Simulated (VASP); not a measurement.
Wanted: the native input for a VASP 6.6.1 run.

* Task: single point
* Functional: PBEsol
* Potentials or basis: VASP PAW PBE potentials, release 64 (Cd, Se)
* Cutoff: 520 eV
* k mesh: 10 × 10 × 10
* Occupations: gaussian, width 0.05 eV
* Spin: no spin polarisation
* Dipole correction: no
* Further INCAR settings: ALGO = Normal; EDIFF = 1e-06; NBANDS = 16

The structure of CdSe lies in POSCAR:

```
CdSe
1.0
    0.0000000000      2.9072833718      2.9072833718
    2.9072833718      0.0000000000      2.9072833718
    3.0695097840      3.0695097840     -0.1622264121
Cd Se
1 1
Direct
    0.0000000000      0.0000000000      0.0000000000
    0.7500000000      0.7500000000      0.7500000000
```

One way to write it, as run:

INCAR

```
  PREC = Accurate
  ENCUT = 520
  EDIFF = 1E-6
  ISMEAR = 0
  SIGMA = 0.05
  LREAL = F
  LASPH = T
  NELM = 100
  ALGO = Normal
  ISIF = 2
  LWAVE = F
  LCHARG = F
  GGA = PS
  NBANDS = 16
```

KPOINTS

```
Automatic mesh
0
Gamma
  10 10 10
```

Potentials or basis: VASP PAW PBE potentials, release 64 (Cd, Se).

Launch:

```sh
$ cat potpaw_PBE.64/Cd/POTCAR potpaw_PBE.64/Se/POTCAR > POTCAR
$ mpirun -np 1 vasp_std > vasp.out
```

Results of the run:

The pressure is 4.3 GPa and the largest force is 0.630 eV/Å. The band gap on the k mesh is 0.48 eV, direct.

Caveat: the PAW data sets were made with another functional, which shifts forces and pressure a little.

It took 32 s on 1 thread of Intel(R) Xeon(R) Platinum 8559C (Emerald Rapids), with other jobs on the host, peak memory 0.24 GiB.
